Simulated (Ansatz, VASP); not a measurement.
## In2GaN: VASP beside Ansatz

```
In Ga N
1.0
     2.48943    1.43727    5.72807
    -2.48943    1.43727    5.72807
     0.00000   -2.87455    5.72807
In Ga N
2 1 1
Direct
  0.11629 0.11629 0.11629
  0.88371 0.88371 0.88371
  0.50000 0.50000 0.50000
  0.00000 0.00000 0.00000
```

Alike in both runs: functional PBE; k mesh 6 × 6 × 6; occupations gaussian, width 0.1 eV; collinear spin.

Ansatz relaxed the structure, and its values are those at the end. VASP's run is a single point on that final structure, the one shown.

|  | VASP | Ansatz |
| --- | --- | --- |
| version | VASP 6.6.1 | Ansatz 0.2.0 |
| potentials or method | VASP PAW PBE potentials, release 64 (In_d, Ga_d, N), cutoff 520 eV | scalar-relativistic, plane waves, PAW |
| valence electrons in the cell | 44 | 44 |

Ansatz gave:

```
gap on the k mesh at the Fermi level (eV) : none
pressure (GPa)                            : -0.1
rms of the force components (eV/Å)        : 0.003
net moment per atom (μB)                  : 0.00
```

What did VASP give for the same quantities?

gap on the k mesh at the Fermi level (eV): none; pressure (GPa): 0.0; rms of the force components (eV/Å): 0.010; net moment per atom (μB): 0.00.

A gap of «none» marks a metal or a gap that the smearing closes. With one functional, cell and mesh, what is left measures potentials, basis and numerics. Ansatz's warnings: seeded moment not kept.
